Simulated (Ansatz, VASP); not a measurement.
## FeNi2: VASP beside Ansatz

```
Fe Ni
1.0
     0.00000    3.27797    3.27797
     3.27797    0.00000    3.27797
     3.27797    3.27797    0.00000
Fe Ni
2 4
Direct
  0.25000 0.25000 0.25000
  0.00000 0.00000 0.00000
  0.62500 0.62500 0.12500
  0.62500 0.12500 0.62500
  0.12500 0.62500 0.62500
  0.62500 0.62500 0.62500
```

Alike in both runs: task single point; functional PBE; k mesh 10 × 10 × 10; occupations gaussian, width 0.1 eV; collinear spin.

|  | VASP | Ansatz |
| --- | --- | --- |
| version | VASP 6.6.1 | Ansatz 0.2.0 |
| potentials or method | VASP PAW PBE potentials, release 64 (Fe, Ni), cutoff 520 eV | scalar-relativistic, plane waves, PAW |
| valence electrons in the cell | 56 | 104 |

```csv
,VASP,Ansatz,Ansatz less VASP
gap on the k mesh at the Fermi level (eV),none,none,-
pressure (GPa),-0.2,0.0,+0.17
net moment per atom (μB),1.37,1.38,+0.009
size of the moment on the site where the two differ most (μB),0.60,0.67,+0.071
```

Site moments also hang on the region over which each program counts them. A gap of «none» marks a metal or a gap that the smearing closes. The functional is the same, so the differences come from potentials, cutoffs and numerics. VASP's potentials hold 56 valence electrons a cell and Ansatz's 104, so a difference there can come from the potentials and not from the codes. Ansatz's warnings: moment headroom below auto, stability check not made.
